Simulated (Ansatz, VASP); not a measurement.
CdTe: VASP beside Ansatz

Contents of INCAR:

```
ALGO = Normal
EDIFF = 1E-7
ENCUT = 520
GGA = PE
ISIF = 2
ISMEAR = -1
LASPH = True
LCHARG = False
LREAL = False
LWAVE = False
NBANDS = 26
NELM = 100
PREC = Accurate
SIGMA = 0.05
```

File KPOINTS:

```
k-points
0
Gamma
  9 9 6
```

File POSCAR:

```
CdTe
1.0
    3.1254100081     -3.1553030168      0.0000000000
    3.1254100081      3.1553030168      0.0000000000
    0.0000000000      0.0000000000      6.2101068761
Cd Te
2 2
Direct
    0.2770300000      0.7229700000      0.7500000000
    0.7229700000      0.2770300000      0.2500000000
    0.7661370000      0.2338630000      0.7500000000
    0.2338630000      0.7661370000      0.2500000000
```

Input for Ansatz:

```yaml
crystal:
  lattice:
    - [3.1254100081, -3.1553030168, 0.0]
    - [3.1254100081, 3.1553030168, 0.0]
    - [0.0, 0.0, 6.2101068761]
  atoms:
    - { symbol: Cd, position: [0.27703, 0.72297, 0.75] }
    - { symbol: Cd, position: [0.72297, 0.27703, 0.25] }
    - { symbol: Te, position: [0.766137, 0.233863, 0.75] }
    - { symbol: Te, position: [0.233863, 0.766137, 0.25] }
kpoints:
  mp_grid: { grid: [9, 9, 6] }
  band_path:
    path:
      - [0.0, 0.0, 0.0]
      - [-0.5, 0.5, 0.0]
      - [-0.4952854913, 0.5047145087, 0.0]
      - [0.4952854913, 0.4952854913, 0.0]
      - [0.0, 0.0, 0.0]
      - [0.0, 0.0, 0.5]
      - [0.4952854913, 0.4952854913, 0.5]
      - [-0.4952854913, 0.5047145087, 0.5]
      - [-0.5, 0.5, 0.5]
    npoints: 5
scf:
  occupations: { method: fermi_dirac, width: 0.05 }
hamiltonian:
  xc: pbe
  pseudopotentials: { kind: all_electron, lapw: { basis_error: 0.001 } }
output:
  forces: true
  stress: true
  eigenvalues: true
```

Change from the starting cell: volume scaled by 1.06.

Alike in both runs: task single point; functional PBE; k mesh 9 × 9 × 6; occupations fermi-dirac, width 0.05 eV; no spin polarisation.

|  | VASP | Ansatz |
| --- | --- | --- |
| version | VASP 6.6.1 | Ansatz 0.2.0 |
| potentials or method | VASP PAW PBE potentials, release 64 (Cd, Te), cutoff 520 eV | all-electron LAPW, scalar-relativistic |

Ansatz gave:

- pressure (GPa): -2.5
- traceless stress, the component that is largest in VASP (GPa): 0.16
- rms of the force components (eV/Å): 0.036

Q: What did VASP give for the same quantities?

A: Pressure (GPa): -2.4; traceless stress, the component that is largest in VASP (GPa): 0.16; rms of the force components (eV/Å): 0.035.

Atom by atom the forces differ by 0.002 eV/Å (rms over components). Ansatz ran all-electron here, and VASP with PAW potentials.

Neither program's run includes spin-orbit coupling.
